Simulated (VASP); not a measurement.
# PtSe2 (pbesol) (P-3m1) in VASP: further runs

PtSe2 (pbesol) is run at these levels: PBEsol; tasks: single point, relaxation of cell and atoms.

Everything below comes from runs of VASP 6.6.1. Logs are shortened: lines on timing, memory, paths and dates and some standing lists are left out, and cuts for length are marked.

**1. The cell of the first run**

The structure is trigonal, space group P-3m1 (No. 164). Conventional cell: a = 3.724 Å, b = 3.724 Å, c = 5.062 Å, α = 90.00°, β = 90.00°, γ = 120.00°. Within 3.3 Å of Pt (site symmetry -3m) lie 6 Se at 2.49 Å. Se (site symmetry 3m) has 3 Pt at 2.49 Å within 3.3 Å.

**2. Single point, PBEsol**

Contents of INCAR:

```
SYSTEM = PtSe2
PREC = Accurate
ENCUT = 500
EDIFF = 1E-6
ISMEAR = 0
SIGMA = 0.1
LREAL = .FALSE.
LASPH = .TRUE.
NELM = 120
ALGO = Normal
ISIF = 2
LWAVE = .FALSE.
LCHARG = .FALSE.
GGA = PS
NBANDS = 18
GGA_COMPAT = .FALSE.
```

Contents of KPOINTS:

```
Automatic mesh
0
G
  6 6 4
  0 0 0
```

Contents of POSCAR:

```
PtSe2
1.0
    3.7240000000      0.0000000000      0.0000000000
   -1.8620000000      3.2250786037      0.0000000000
    0.0000000000      0.0000000000      5.0620000000
Pt Se
1 2
Direct
    0.0000000000      0.0000000000      0.0000000000
    0.3333333333      0.6666666667      0.2500000000
    0.6666666667      0.3333333333      0.7500000000
```

Potentials or basis: VASP PAW PBE potentials, release 64 (Pt, Se).

Run with:

```console
$ cat potpaw_PBE.64/Pt/POTCAR potpaw_PBE.64/Se/POTCAR > POTCAR
$ mpirun -np 1 vasp_std > vasp.out
```

OUTCAR:

```text
SYSTEM = PtSe2
   PREC = Accurate
   ENCUT = 500
   EDIFF = 1E-6
   ISMEAR = 0
   LREAL = .FALSE.
   LASPH = .TRUE.
   NELM = 120
   ISIF = 2
   GGA = PS

 ion  position               nearest neighbor table
   1  0.000  0.000  0.000-   2 2.49   3 2.49   3 2.49   2 2.49   3 2.49   2 2.49
   2  0.333  0.667  0.250-   1 2.49   1 2.49   1 2.49
   3  0.667  0.333  0.750-   1 2.49   1 2.49   1 2.49

  LATTYP: Found a hexagonal cell.
 ALAT       =     3.7240000000
 C/A-ratio  =     1.3592910849

  Lattice vectors:

 A1 = (   3.7240000000,   0.0000000000,   0.0000000000)
 A2 = (  -1.8620000000,   3.2250786037,   0.0000000000)
 A3 = (   0.0000000000,   0.0000000000,   5.0620000000)

Analysis of symmetry for initial positions (statically):
=====================================================================
 Subroutine PRICEL returns:
 Original cell was already a primitive cell.

 Routine SETGRP: Setting up the symmetry group for a
 hexagonal supercell.

 Subroutine GETGRP returns: Found 12 space group operations
 (whereof 12 operations were pure point group operations)
 out of a pool of 24 trial point group operations.

The static configuration has the point symmetry D_3d.

Analysis of symmetry for dynamics (positions and initial velocities):
=====================================================================
 Subroutine PRICEL returns:
 Original cell was already a primitive cell.

 Routine SETGRP: Setting up the symmetry group for a
 hexagonal supercell.

 Subroutine GETGRP returns: Found 12 space group operations
 (whereof 12 operations were pure point group operations)
 out of a pool of 24 trial point group operations.

The dynamic configuration has the point symmetry D_3d.

 Subroutine INISYM returns: Found 12 space group operations
 (whereof 12 operations are pure point group operations),
 and found     1 'primitive' translations

----------------------------------------------------------------------------------------

                                     Primitive cell

  volume of cell :      60.7956

  direct lattice vectors                    reciprocal lattice vectors
     3.724000000  0.000000000  0.000000000     0.268528464  0.155034981  0.000000000
    -1.862000000  3.225078604  0.000000000     0.000000000  0.310069962  0.000000000
     0.000000000  0.000000000  5.062000000     0.000000000  0.000000000  0.197550375

  length of vectors
     3.724000000  3.724000000  5.062000000     0.310069962  0.310069962  0.197550375

  position of ions in fractional coordinates (direct lattice)
     0.000000000  0.000000000  0.000000000
[... 80 lines left out ...]
   LREAL  =      F    real-space projection
   EDIFFG = 0.1E-04   stopping-criterion for IOM
   NSW    =      0    number of steps for IOM
   IBRION =     -1    ionic relax: 0-MD 1-quasi-New 2-CG
   NFREE  =      0    steps in history (QN), initial steepest desc. (CG)
   ISIF   =      2    stress and relaxation
   ISYM   =      2    0-nonsym 1-usesym 2-fastsym
   POTIM  = 0.5000    time-step for ionic-motion
   TEBEG  =    0.0;   TEEND  =   0.0 temperature during run
   PSTRESS=    0.0 pullay stress
   NELECT =      22.0000    total number of electrons
   NUPDOWN=      -1.0000    fix difference up-down
   EMIN   =  10.00;   EMAX   =-10.00  energy-range for DOS
   EFERMI =   0.00;   METHOD = LEGACY
   ISMEAR =     0;   SIGMA  =   0.10  broadening in eV -4-tet -1-fermi 0-gaus
   EFERMI_NEDOS =   21; number of points for ismear=-14 and -15
   IALGO  =     38    algorithm
   IMIX   =      4    mixing-type and parameters
     AMIX     =   0.40;   BMIX     =  1.00
     AMIX_MAG =   1.60;   BMIX_MAG =  1.00
  volume/ion in A,a.u.               =      20.27       136.76
  Fermi-wavevector in a.u.,A,eV,Ry     =   1.166608  2.204570 18.517184  1.360975
  Thomas-Fermi vector in A             =   2.303119
   LORBIT       =      0    0 simple, 1 ext, 2 COOP (PROOUT), +10 PAW based schemes
   GGA     = PS    functional components
   LHFCALC =     F    Hartree Fock is set to
   AEXX    =    0.0000 exact exchange contribution
   IVDW    =     0    specifies the selected vdW correction
   LEPSILON=     F    determine dielectric tensor
   LRPA    =     F    only Hartree local field effects (RPA)
 non-spin polarized calculation
 Gauss-broadening in eV      SIGMA  =   0.10
  energy-cutoff  :      500.00
  volume of cell :       60.80
 maximum number of plane-waves:      1554
 NGX is ok and might be reduce to    28
   NGX = 13   NGY = 13   NGZ = 19

 number of electron      21.9999999 magnetization

 Free energy of the ion-electron system (eV)
  ---------------------------------------------------
  ext. energy  EPLUGINS =         0.00000000
  ---------------------------------------------------
  free energy    TOTEN  =       -15.88818315 eV

  energy without entropy =      -15.88219967  energy(sigma->0) =      -15.88519141

 E-fermi :   6.3882     XC(G=0): -10.8055

 val. band max:        6.3815541706   @ k =   0.0000   0.1667   0.2500
 cond. band min:       6.3890421075   @ k =   0.3333   0.3333   0.0000
 fundamental gap:      0.0074879369
 Fermi energy:         6.3881950949

 k-point     1 :       0.0000    0.0000    0.0000
  band No.  band energies     occupation
      1      -9.3419      2.00000
      2      -6.4963      2.00000
      3      -0.8343      2.00000
      4      -0.1092      2.00000
      5      -0.1092      2.00000
      6       2.3742      2.00000
[... 481 lines left out ...]
      5       0.0356      2.00000
      6       1.8675      2.00000
[... 10 lines left out ...]
     17      13.8756      0.00000
     18      16.4623      0.00000

------------------------ aborting loop because EDIFF is reached ----------------------------------------

  FORCE on cell =-STRESS in cart. coord.  units (eV):
  Direction    XX          YY          ZZ          XY          YZ          ZX
  --------------------------------------------------------------------------------------
  -------------------------------------------------------------------------------------
  Total        1.0383740      1.0383740      0.4723492      0.0000000      0.0000000      0.0000000
  in kB       27.3647984     27.3647984     12.4480603      0.0000000      0.0000000      0.0000000
  external PRESSURE =      22.3925524 kB  Pullay stress =       0.0000000 kB

 VOLUME and BASIS-vectors are now :
 -----------------------------------------------------------------------------
  energy-cutoff  :      500.00
  volume of cell :       60.80
      direct lattice vectors                 reciprocal lattice vectors
     3.724000000  0.000000000  0.000000000     0.268528464  0.155034981  0.000000000
    -1.862000000  3.225078604  0.000000000     0.000000000  0.310069962  0.000000000
     0.000000000  0.000000000  5.062000000     0.000000000  0.000000000  0.197550375

 POSITION                                       TOTAL-FORCE (eV/Angst)
 -----------------------------------------------------------------------------------
      0.00000      0.00000      0.00000        -0.000000      0.000000      0.000000
     -0.00000      2.15005      1.26550         0.000000      0.000000      0.345074
      1.86200      1.07503      3.79650        -0.000000     -0.000000     -0.345074
 -----------------------------------------------------------------------------------
    total drift:                               -0.000000     -0.000000     -0.000000

  FREE ENERGIE OF THE ION-ELECTRON SYSTEM (eV)
  ---------------------------------------------------
  free  energy   TOTEN  =       -15.8881831500 eV

  energy  without entropy=      -15.8821996676  energy(sigma->0) =      -15.88519141
```

OSZICAR:

```text
N       E                     dE             d eps       ncg     rms          rms(c)
DAV:   1     0.104251619101E+03    0.10425E+03   -0.98178E+03   880   0.104E+03
DAV:   2    -0.119065924663E+02   -0.11616E+03   -0.11235E+03  1076   0.208E+02
DAV:   3    -0.167172624700E+02   -0.48107E+01   -0.47762E+01  1026   0.416E+01
DAV:   4    -0.167557160932E+02   -0.38454E-01   -0.38437E-01  1070   0.404E+00
DAV:   5    -0.167561194467E+02   -0.40335E-03   -0.40335E-03  1030   0.399E-01    0.133E+01
DAV:   6    -0.161327260770E+02    0.62339E+00   -0.45243E+00   900   0.187E+01    0.789E+00
DAV:   7    -0.159170271580E+02    0.21570E+00   -0.85336E-01   898   0.892E+00    0.396E+00
DAV:   8    -0.158905728573E+02    0.26454E-01   -0.53437E-02   932   0.163E+00    0.812E-01
DAV:   9    -0.158881300343E+02    0.24428E-02   -0.62934E-03   974   0.722E-01    0.199E-01
DAV:  10    -0.158881920177E+02   -0.61983E-04   -0.90081E-04  1002   0.197E-01    0.403E-02
DAV:  11    -0.158881834739E+02    0.85438E-05   -0.68573E-05  1026   0.743E-02    0.212E-02
DAV:  12    -0.158881831500E+02    0.32390E-06   -0.59201E-06   956   0.175E-02
   1 F= -.15888183E+02 E0= -.15885191E+02  d E =-.598348E-02
```

stdout:

```text
POSCAR found type information on POSCAR PtSe
 POSCAR found :  2 types and       3 ions
 scaLAPACK will be used
 -----------------------------------------------------------------------------
|                                                                             |
|                                                                             |
|     You enforced a specific xc type in the INCAR file but a different       |
|     I HOPE YOU KNOW WHAT YOU ARE DOING!                                     |
|                                                                             |
 -----------------------------------------------------------------------------

 LDA part: xc-table for (Slater+PW92), standard interpolation
 POSCAR, INCAR and KPOINTS ok, starting setup
 FFT: planning ... GRIDC
 FFT: planning ... GRID_SOFT
 FFT: planning ... GRID
 WAVECAR not read
 entering main loop
```

Run time: 32 s. Hardware: 1 thread of Intel Xeon 6975P-C, shared host; peak memory 0.19 GiB.

What came out:

```
Free energy            : -15.8882 eV
Pressure               : 2.2 GPa
Largest force          : 0.345 eV/Å
Band gap on the k mesh : zero (band 11 reaches 6.81 eV, above the bottom of band 12 at 6.39 eV)
```

Forces in eV/Å, atoms in the order of the input:
```
Pt   0.000  0.000  0.000
Se   0.000  0.000  0.345
Se   0.000  0.000 -0.345
```

Stress tensor (GPa, compression positive):
```
2.74 0.00 0.00
0.00 2.74 0.00
0.00 0.00 1.24
```

Caveat: the PAW data sets were made with another functional, which shifts forces and pressure a little; spin-orbit coupling is left out, which moves the levels of the heavy elements.

**3. Single point, PBEsol**

This run uses another cell than the first one, of 19.84 Å³/atom, 0.979 times its volume.

Contents of INCAR:

```
ALGO = Normal
EDIFF = 1E-6
ENCUT = 500
GGA = PS
GGA_COMPAT = False
ISIF = 2
ISMEAR = 0
LASPH = True
LCHARG = False
LREAL = False
LWAVE = False
NBANDS = 18
NELM = 120
PREC = Accurate
SIGMA = 0.1
```

Contents of KPOINTS:

```
k-points
0
Gamma
  15 15 8
```

Contents of POSCAR:

```
PtSe2
1.0
    3.7599728626      0.0000000000      0.0000000000
   -1.8799864313      3.2562320165      0.0000000000
    0.0000000000      0.0000000000      4.8626020316
Pt Se
1 2
Direct
    0.0000000000      0.0000000000      0.0000000000
    0.3333333333      0.6666666667      0.2608579211
    0.6666666667      0.3333333333      0.7391420789
```

Potentials or basis: VASP PAW PBE potentials, release 64 (Pt, Se).

Run with:

```console
$ cat potpaw_PBE.64/Pt/POTCAR potpaw_PBE.64/Se/POTCAR > POTCAR
$ mpirun -np 1 vasp_std > vasp.out
```

It used 110 s of CPU time on 1 thread of Intel Xeon 6975P-C, with other jobs on the host.

It converged, with:

* Free energy: -15.9079 eV
* Pressure: 0.1 GPa
* Largest force: 0.014 eV/Å
* Band gap on the k mesh: zero (band 11 reaches 7.31 eV, above the bottom of band 12 at 6.48 eV)

Forces in eV/Å, atoms in the order of the input:
```
Pt   0.000  0.000  0.000
Se   0.000  0.000  0.014
Se   0.000  0.000 -0.014
```

Levels at points of the mesh, in eV from the Fermi level:
```
           k point  band 7  band 8  band 9  band 10  band 11  band 12  band 13  band 14  band 15  band 16
(0.00, 0.00, 0.00)   -3.85   -2.47   -1.01    -1.01     0.75     1.20     1.20     3.28     4.07     7.21
(0.00, 0.00, 0.50)   -3.90   -2.93   -1.67    -1.64    -1.64     2.36     2.36     4.87     6.44     6.55
```

Caveat: the PAW data sets were made with another functional, which shifts forces and pressure a little; spin-orbit coupling is left out, which moves the levels of the heavy elements.

**4. Single point, PBEsol**

This run uses another cell than the first one, of 19.84 Å³/atom, 0.979 times its volume.

Contents of INCAR:

```
  ALGO = Normal
  EDIFF = 1E-6
  ENCUT = 500
  GGA = PS
  GGA_COMPAT = False
  ISIF = 2
  ISMEAR = -1
  LASPH = True
  LCHARG = False
  LREAL = False
  LWAVE = False
  NBANDS = 18
  NELM = 120
  PREC = Accurate
  SIGMA = 0.15
```

KPOINTS is that of step 3.

Contents of POSCAR:

```
PtSe2
1.0
    3.7609236545      0.0000000000      0.0000000000
   -1.8804618272      3.2570554265      0.0000000000
    0.0000000000      0.0000000000      4.8591519382
Pt Se
1 2
Direct
    0.0000000000      0.0000000000      0.0000000000
    0.3333333333      0.6666666667      0.2611118382
    0.6666666667      0.3333333333      0.7388881618
```

Run with:

```console
$ cat potpaw_PBE.64/Pt/POTCAR potpaw_PBE.64/Se/POTCAR > POTCAR
$ mpirun -np 1 vasp_std > vasp.out
```

Wall time 3.2 min (1 thread of Intel Xeon 6975P-C, shared host); peak memory 0.32 GiB.

It converged, with:

| Quantity | Value |
| --- | --- |
| Free energy | -15.9344 eV |
| Pressure | 0.1 GPa |
| Largest force | 0.015 eV/Å |
| Band gap on the k mesh | zero (band 11 reaches 7.31 eV, above the bottom of band 12 at 6.48 eV) |

Forces in eV/Å, atoms in the order of the input:
```
Pt   0.000  0.000  0.000
Se   0.000  0.000  0.015
Se   0.000  0.000 -0.015
```

Levels at points of the mesh, in eV from the Fermi level:
```tsv
k point	band 9	band 10	band 11	band 12	band 13	band 14
(0.00, 0.00, 0.00)	-0.96	-0.96	0.81	1.25	1.25	3.33
(0.00, 0.00, 0.50)	-1.62	-1.59	-1.59	2.42	2.42	4.93
```

Caveat: the PAW data sets were made with another functional, which shifts forces and pressure a little; spin-orbit coupling is left out, which moves the levels of the heavy elements.

(Part 1 of 2 ends here.)
